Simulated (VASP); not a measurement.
# TaC (Fm-3m) in VASP: a series of runs

The runs below take TaC through single point, with r2SCAN.

All numbers are computed with VASP 6.6.1; they aren't measurements. Logs are shortened: lines on timing, memory, paths and dates and some standing lists are left out, and cuts for length are marked.

## 1. The cell of the first run

It takes space group Fm-3m (No. 225, cubic). The conventional cell has a = 4.454 Å, b = 4.454 Å, c = 4.454 Å, α = 90.00°, β = 90.00°, γ = 90.00°. Ta (site symmetry m-3m) has 6 C at 2.23 Å within 2.9 Å. Within 2.9 Å of C (site symmetry m-3m) lie 6 Ta at 2.23 Å.

## 2. Single point, r2SCAN

POSCAR

```
TaC
1.0
    0.0000000000      2.2270000000      2.2270000000
    2.2270000000      0.0000000000      2.2270000000
    2.2270000000      2.2270000000      0.0000000000
Ta C
1 1
Direct
    0.0000000000      0.0000000000      0.0000000000
    0.5000000000      0.5000000000      0.5000000000
```

INCAR.step1

```
SYSTEM = TaC
ALGO = Normal
EDIFF = 1E-5
ENCUT = 660
GGA = PE
GGA_COMPAT = .FALSE.
ISMEAR = 0
LASPH = .TRUE.
LCHARG = .FALSE.
LREAL = .FALSE.
LWAVE = .TRUE.
NBANDS = 14
NELM = 120
PREC = Accurate
SIGMA = 0.15
```

INCAR.step2

```
SYSTEM = TaC
ALGO = Normal
EDIFF = 1E-6
ENCUT = 660
GGA_COMPAT = .FALSE.
ISIF = 2
ISMEAR = 0
ISTART = 1
LASPH = .TRUE.
LCHARG = .FALSE.
LMIXTAU = .TRUE.
LREAL = .FALSE.
LWAVE = .FALSE.
METAGGA = R2SCAN
NBANDS = 14
NELM = 120
PREC = Accurate
SIGMA = 0.15
```

KPOINTS

```
k-points
0
G
  18 18 18
  0 0 0
```

Potentials or basis: VASP PAW PBE potentials, release 64 (Ta_pv, C).

Command:

```sh
$ cat potpaw_PBE.64/Ta_pv/POTCAR potpaw_PBE.64/C/POTCAR > POTCAR
$ cp INCAR.step1 INCAR
$ mpirun -np 1 vasp_std > vasp.out
$ cp INCAR.step2 INCAR
$ mpirun -np 1 vasp_std > vasp.out
```

OUTCAR:

```text
SYSTEM = TaC
   EDIFF = 1E-6
   ENCUT = 660
   ISIF = 2
   ISMEAR = 0
   ISTART = 1
   LASPH = .TRUE.
   LREAL = .FALSE.
   METAGGA = R2SCAN
   NELM = 120
   PREC = Accurate

 ion  position               nearest neighbor table
   1  0.000  0.000  0.000-   2 2.23   2 2.23   2 2.23   2 2.23   2 2.23   2 2.23
   2  0.500  0.500  0.500-   1 2.23   1 2.23   1 2.23   1 2.23   1 2.23   1 2.23

  LATTYP: Found a face centered cubic cell.
 ALAT       =     4.4540000000

  Lattice vectors:

 A1 = (   0.0000000000,   2.2270000000,   2.2270000000)
 A2 = (   2.2270000000,   0.0000000000,   2.2270000000)
 A3 = (   2.2270000000,   2.2270000000,   0.0000000000)

Analysis of symmetry for initial positions (statically):
=====================================================================
 Subroutine PRICEL returns:
 Original cell was already a primitive cell.

 Routine SETGRP: Setting up the symmetry group for a
 face centered cubic supercell.

 Subroutine GETGRP returns: Found 48 space group operations
 (whereof 48 operations were pure point group operations)
 out of a pool of 48 trial point group operations.

The static configuration has the point symmetry O_h .

Analysis of symmetry for dynamics (positions and initial velocities):
=====================================================================
 Subroutine PRICEL returns:
 Original cell was already a primitive cell.

 Routine SETGRP: Setting up the symmetry group for a
 face centered cubic supercell.

 Subroutine GETGRP returns: Found 48 space group operations
 (whereof 48 operations were pure point group operations)
 out of a pool of 48 trial point group operations.

The dynamic configuration has the point symmetry O_h .

 Subroutine INISYM returns: Found 48 space group operations
 (whereof 48 operations are pure point group operations),
 and found     1 'primitive' translations

----------------------------------------------------------------------------------------

                                     Primitive cell

  volume of cell :      22.0897

  direct lattice vectors                    reciprocal lattice vectors
     0.000000000  2.227000000  2.227000000    -0.224517288  0.224517288  0.224517288
     2.227000000  0.000000000  2.227000000     0.224517288 -0.224517288  0.224517288
     2.227000000  2.227000000  0.000000000     0.224517288  0.224517288 -0.224517288

  length of vectors
     3.149453603  3.149453603  3.149453603     0.388875350  0.388875350  0.388875350

  position of ions in fractional coordinates (direct lattice)
     0.000000000  0.000000000  0.000000000
     0.500000000  0.500000000  0.500000000

  ion indices of the primitive-cell ions
   primitive index   ion index
                 1           1
                 2           2

----------------------------------------------------------------------------------------

 KPOINTS: k-points

Automatic generation of k-mesh.
 Grid dimensions read from file:
 generate k-points for:   18   18   18

 Generating k-lattice:

  Cartesian coordinates                     Fractional coordinates (reciprocal lattice)
    -0.012473183  0.012473183  0.012473183     0.055555556  0.000000000  0.000000000
     0.012473183 -0.012473183  0.012473183     0.000000000  0.055555556  0.000000000
     0.012473183  0.012473183 -0.012473183     0.000000000  0.000000000  0.055555556

  Length of vectors
     0.021604186  0.021604186  0.021604186

  Shift w.r.t. Gamma in fractional coordinates (k-lattice)
     0.000000000  0.000000000  0.000000000

 Subroutine IBZKPT returns following result:
 ===========================================

 Found    195 irreducible k-points:

 Following reciprocal coordinates:
            Coordinates               Weight
  0.000000  0.000000  0.000000      1.000000
  0.055556  0.000000  0.000000      8.000000
  0.111111  0.000000  0.000000      8.000000
  0.166667  0.000000  0.000000      8.000000
  0.222222  0.000000  0.000000      8.000000
  0.277778  0.000000  0.000000      8.000000
[... 16 lines left out ...]
 -0.277778  0.055556  0.000000     24.000000
 -0.222222  0.055556  0.000000     24.000000
 [... further k-points ...]
   k-points           NKPTS =    195   k-points in BZ     NKDIM =    195   number of bands    NBANDS=     14
   number of dos      NEDOS =    301   number of ions     NIONS =      2
   total plane-waves  NPLWV =  21952
   dimension x,y,z NGX =    28 NGY =   28 NGZ =   28
   dimension x,y,z NGXF=    56 NGYF=   56 NGZF=   56
   ions per type =               1   1
   NGX,Y,Z   is equivalent  to a cutoff of  14.78, 14.78, 14.78 a.u.
   NGXF,Y,Z  is equivalent  to a cutoff of  29.56, 29.56, 29.56 a.u.
 SYSTEM =  TaC
   PREC   = accura    normal or accurate (medium, high low for compatibility)
   ISTART =      1    job   : 0-new  1-cont  2-samecut
   ICHARG =      0    charge: 1-file 2-atom 10-const
   ISPIN  =      1    spin polarized calculation?
   LNONCOLLINEAR =      F non collinear calculations
   LSORBIT =      F    spin-orbit coupling
   LASPH  =      T    aspherical Exc in radial PAW
   ENCUT  =  660.0 eV  48.51 Ry    6.96 a.u.   6.60  6.60  6.60*2*pi/ulx,y,z
   NELM   =    120;   NELMIN=  2; NELMDL=  0     # of ELM steps
   EDIFF  = 0.1E-05   stopping-criterion for ELM
   LREAL  =      F    real-space projection
   EDIFFG = 0.1E-04   stopping-criterion for IOM
   NSW    =      0    number of steps for IOM
   IBRION =     -1    ionic relax: 0-MD 1-quasi-New 2-CG
   NFREE  =      0    steps in history (QN), initial steepest desc. (CG)
   ISIF   =      2    stress and relaxation
   ISYM   =      2    0-nonsym 1-usesym 2-fastsym
   POTIM  = 0.5000    time-step for ionic-motion
   TEBEG  =    0.0;   TEEND  =   0.0 temperature during run
   PSTRESS=    0.0 pullay stress
   NELECT =      15.0000    total number of electrons
   NUPDOWN=      -1.0000    fix difference up-down
   EMIN   =  10.00;   EMAX   =-10.00  energy-range for DOS
   EFERMI =   0.00;   METHOD = LEGACY
   ISMEAR =     0;   SIGMA  =   0.15  broadening in eV -4-tet -1-fermi 0-gaus
   EFERMI_NEDOS =   21; number of points for ismear=-14 and -15
   IALGO  =     38    algorithm
   IMIX   =      4    mixing-type and parameters
     AMIX     =   0.40;   BMIX     =  1.00
     AMIX_MAG =   1.60;   BMIX_MAG =  1.00
  volume/ion in A,a.u.               =      11.04        74.53
  Fermi-wavevector in a.u.,A,eV,Ry     =   1.438937  2.719196 28.171393  2.070539
  Thomas-Fermi vector in A             =   2.557848
   LORBIT       =      0    0 simple, 1 ext, 2 COOP (PROOUT), +10 PAW based schemes
   METAGGA = R2SCAN    functional components
   LHFCALC =     F    Hartree Fock is set to
   AEXX    =    0.0000 exact exchange contribution
   IVDW    =     0    specifies the selected vdW correction
   LEPSILON=     F    determine dielectric tensor
   LRPA    =     F    only Hartree local field effects (RPA)
 non-spin polarized calculation
 Gauss-broadening in eV      SIGMA  =   0.15
  energy-cutoff  :      660.00
  volume of cell :       22.09
 maximum number of plane-waves:       877
   NGX = 13   NGY = 13   NGZ = 13

 number of electron      15.0000000 magnetization

 Free energy of the ion-electron system (eV)
  ---------------------------------------------------
  ext. energy  EPLUGINS =         0.00000000
  ---------------------------------------------------
  free energy    TOTEN  =       -59.86234449 eV

  energy without entropy =      -59.85297364  energy(sigma->0) =      -59.85765906

 E-fermi :   8.4675     XC(G=0): -14.2496

 val. band max:        8.4580635390   @ k =  -0.3889   0.3333   0.0556
 cond. band min:       8.4681874687   @ k =  -0.3889   0.4444   0.1667
 fundamental gap:      0.0101239298
 Fermi energy:         8.4674667050

 k-point     1 :       0.0000    0.0000    0.0000
  band No.  band energies     occupation
      1     -27.9674      2.00000
      2     -27.9674      2.00000
      3     -27.9674      2.00000
      4      -7.2877      2.00000
      5       7.1122      2.00000
      6       7.1122      2.00000
      7       7.1122      2.00000
      8       7.8538      2.00000
      9       7.8538      2.00000
     10       7.8538      2.00000
     11       9.0689      0.00000
     12       9.0689      0.00000
     13      15.5339      0.00000
     14      18.5913      0.00000

 k-point     2 :       0.0556    0.0000    0.0000
  band No.  band energies     occupation
      1     -27.9915      2.00000
      2     -27.9698      2.00000
      3     -27.9698      2.00000
      4      -7.1974      2.00000
      5       6.5374      2.00000
      6       6.8516      2.00000
      7       6.8516      2.00000
      8       7.5617      2.00000
      9       7.5617      2.00000
     10       8.2344      1.97200
     11       9.8029      0.00000
     12       9.8029      0.00000
     13      15.7175      0.00000
     14      18.5914      0.00000

 k-point     3 :       0.1111    0.0000    0.0000
  band No.  band energies     occupation
      1     -28.0600      2.00000
      2     -27.9764      2.00000
      3     -27.9764      2.00000
      4      -6.9323      2.00000
      5       5.5766      2.00000
      6       6.0228      2.00000
      7       6.0228      2.00000
      8       7.6995      2.00000
      9       7.6995      2.00000
     10       8.6746      0.05078
     11      11.0307      0.00000
     12      11.0308      0.00000
     13      16.2106      0.00000
     14      18.5917      0.00000

 k-point     4 :       0.1667    0.0000    0.0000
  band No.  band energies     occupation
      1     -28.1634      2.00000
      2     -27.9866      2.00000
      3     -27.9866      2.00000
      4      -6.5086      2.00000
      5       4.5200      2.00000
      6       5.1653      2.00000
      7       5.1653      2.00000
      8       8.0841      1.99970
      9       8.0841      1.99970
     10       9.0301      0.00000
     11      12.3732      0.00000
     12      12.3732      0.00000
     13      16.8633      0.00000
     14      18.5922      0.00000

 k-point     5 :       0.2222    0.0000    0.0000
  band No.  band energies     occupation
      1     -28.2876      2.00000
      2     -27.9990      2.00000
      3     -27.9990      2.00000
      4      -5.9509      2.00000
      5       3.4438      2.00000
      6       4.4059      2.00000
      7       4.4059      2.00000
      8       8.6185      0.15436
      9       8.6185      0.15436
     10       9.3800      0.00000
     11      13.7589      0.00000
[... 276 lines left out ...]
 k-point    22 :      -0.3333    0.0556    0.0000
  band No.  band energies     occupation
      1     -28.5660      2.00000
      2     -28.0541      2.00000
      3     -28.0214      2.00000
      4      -4.2904      2.00000
      5       1.0414      2.00000
      6       3.0415      2.00000
      7       3.2807      2.00000
      8       9.8611      0.00000
      9      10.1421      0.00000
     10      11.0731      0.00000
     11      15.9331      0.00000
     12      16.9157      0.00000
     13      17.5152      0.00000
     14      18.5850      0.00000

 k-point    23 :      -0.2778    0.0556    0.0000
  band No.  band energies     occupation
      1     -28.4566      2.00000
      2     -28.0436      2.00000
      3     -28.0075      2.00000
      4      -5.0119      2.00000
      5       1.9828      2.00000
      6       3.4443      2.00000
      7       3.7506      2.00000
      8       9.1491      0.00000
      9       9.5918      0.00000
     10      10.4352      0.00000
     11      14.7176      0.00000
     12      16.3261      0.00000
     13      17.6284      0.00000
     14      18.5867      0.00000

 k-point    24 :      -0.2222    0.0556    0.0000
  band No.  band energies     occupation
      1     -28.3326      2.00000
      2     -28.0299      2.00000
      3     -27.9937      2.00000
      4      -5.6852      2.00000
      5       2.9847      2.00000
      6       3.9861      2.00000
      7       4.3282      2.00000
      8       8.4910      0.82431
      9       9.1180      0.00000
     10       9.8526      0.00000
     11      13.3967      0.00000
     12      14.9942      0.00000
     13      17.7059      0.00000
     14      18.5916      0.00000

 [... further k-points ...]

------------------------ aborting loop because EDIFF is reached ----------------------------------------

  FORCE on cell =-STRESS in cart. coord.  units (eV):
  Direction    XX          YY          ZZ          XY          YZ          ZX
  --------------------------------------------------------------------------------------
  -------------------------------------------------------------------------------------
  Total        0.4229819      0.4229819      0.4229819      0.0000000      0.0000000      0.0000000
  in kB       30.6790395     30.6790395     30.6790395      0.0000000      0.0000000      0.0000000
  external PRESSURE =      30.6790395 kB  Pullay stress =       0.0000000 kB

 VOLUME and BASIS-vectors are now :
 -----------------------------------------------------------------------------
  energy-cutoff  :      660.00
  volume of cell :       22.09
      direct lattice vectors                 reciprocal lattice vectors
     0.000000000  2.227000000  2.227000000    -0.224517288  0.224517288  0.224517288
     2.227000000  0.000000000  2.227000000     0.224517288 -0.224517288  0.224517288
     2.227000000  2.227000000  0.000000000     0.224517288  0.224517288 -0.224517288

 POSITION                                       TOTAL-FORCE (eV/Angst)
 -----------------------------------------------------------------------------------
      0.00000      0.00000      0.00000         0.000000      0.000000     -0.000000
      2.22700      2.22700      2.22700         0.000000     -0.000000      0.000000
 -----------------------------------------------------------------------------------
    total drift:                                0.000000      0.000000      0.000000

  FREE ENERGIE OF THE ION-ELECTRON SYSTEM (eV)
  ---------------------------------------------------
  free  energy   TOTEN  =       -59.8623444880 eV

  energy  without entropy=      -59.8529736370  energy(sigma->0) =      -59.85765906
```

Run time: 9.1 min. Hardware: 1 thread of Intel Xeon 8259CL, shared host; peak memory 0.24 GiB.

What came out:

```yaml
Free_energy: -59.8623 eV
Pressure: 3.1 GPa
Band_gap_on_the_k_mesh: zero (an odd number of electrons rules out a gap without spin polarisation)
```

Caveat: the cell stands under pressure; the PAW data sets were made with another functional, which shifts forces and pressure a little; spin-orbit coupling is left out, which moves the levels of the heavy elements.

## 3. Single point, r2SCAN

POSCAR is that of step 2.

INCAR.step1

```
SYSTEM = TaC
PREC     = Accurate       ! precision mode
ENCUT    = 660            ! plane-wave cutoff, eV
ISMEAR   = 0              ! smearing method
SIGMA    = 0.15           ! smearing width, eV
LREAL    = .False.        ! projectors in reciprocal space
LASPH    = .True.         ! aspherical terms in the spheres
NELM     = 120            ! most SCF steps
NBANDS   = 14             ! bands
GGA      = PE             ! functional
ALGO     = Normal         ! electronic algorithm
EDIFF    = 1E-5           ! SCF threshold, eV
LWAVE    = .True.         ! write WAVECAR
LCHARG   = .False.        ! write CHGCAR
GGA_COMPAT= .False.
```

INCAR.step2

```
SYSTEM = TaC
PREC     = Accurate       ! precision mode
ENCUT    = 660            ! plane-wave cutoff, eV
EDIFF    = 1E-6           ! SCF threshold, eV
ISMEAR   = 0              ! smearing method
SIGMA    = 0.15           ! smearing width, eV
LREAL    = .False.        ! projectors in reciprocal space
LASPH    = .True.         ! aspherical terms in the spheres
NELM     = 120            ! most SCF steps
ALGO     = Normal         ! electronic algorithm
ISIF     = 2              ! what is computed and relaxed
LWAVE    = .False.        ! write WAVECAR
LCHARG   = .False.        ! write CHGCAR
METAGGA  = R2SCAN         ! meta-GGA
LMIXTAU  = .True.       
NBANDS   = 14             ! bands
ISTART   = 1            
GGA_COMPAT= .False.
```

KPOINTS

```
regular mesh
0
Gamma
  20 20 20
  0 0 0
```

Potentials or basis: VASP PAW PBE potentials, release 64 (Ta_pv, C).

Command:

```sh
$ cat potpaw_PBE.64/Ta_pv/POTCAR potpaw_PBE.64/C/POTCAR > POTCAR
$ cp INCAR.step1 INCAR
$ mpirun -np 1 vasp_std > vasp.out
$ cp INCAR.step2 INCAR
$ mpirun -np 1 vasp_std > vasp.out
```

It took 12 min on 1 thread of Intel Xeon 8259CL, shared host; peak memory 0.27 GiB.

Results (log left out):

```
Free energy            : -59.8649 eV
Pressure               : 3.0 GPa
Band gap on the k mesh : zero (an odd number of electrons rules out a gap without spin polarisation)
```

Levels at points of the mesh, in eV from the Fermi level:
| k point | band 4 | band 5 | band 6 | band 7 | band 8 | band 9 | band 10 | band 11 | band 12 | band 13 |
| --- | --- | --- | --- | --- | --- | --- | --- | --- | --- | --- |
| (0.00, 0.00, 0.00) | -15.79 | -1.39 | -1.39 | -1.39 | -0.65 | -0.65 | -0.65 | 0.57 | 0.57 | 7.03 |
| (0.50, 0.00, 0.00) | -11.30 | -9.18 | -5.89 | -5.89 | 2.80 | 2.80 | 3.89 | 5.70 | 10.09 | 10.32 |
| (0.50, 0.50, 0.00) | -13.69 | -5.03 | -4.68 | -2.03 | -2.03 | 2.57 | 4.20 | 4.20 | 7.21 | 8.49 |

Caveat: the cell stands under pressure; the PAW data sets were made with another functional, which shifts forces and pressure a little; spin-orbit coupling is left out, which moves the levels of the heavy elements.
